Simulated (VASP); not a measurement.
Ti:

```
CELL_PARAMETERS angstrom
-1.69616 1.69616 1.69616
1.69616 -1.69616 1.69616
1.69616 1.69616 -1.69616
ATOMIC_POSITIONS crystal
Ti 0.00000 0.00000 0.00000
```

This isn't the form of Ti at room conditions, which is hcp.

Base run:

- Program: VASP 6.6.1
- Functional: PBEsol
- Potentials or basis: VASP PAW PBE potentials, release 64 (Ti_sv)
- Cutoff: 520 eV
- k mesh: 22 × 22 × 22
- Occupations: gaussian, width 0.15 eV
- Spin: collinear spin
- Starting moments: [0.875] μB
- Fixed moment: 0.875 μB

Its results: pressure -12.9 GPa; site moments Ti +0.60 μB.

The run is repeated on the same cell with these changes: fixed moment from 0.875 μB to 0.375 μB; moments at the start from [0.88] to [0.38]. What comes out?

Pressure -13.8 GPa; site moments Ti +0.26 μB.

Caveats: the cell stands under tension; the PAW data sets were made with another functional, which shifts forces and pressure a little; the total moment is fixed, so each spin has its own Fermi level and the state may be an excited one.
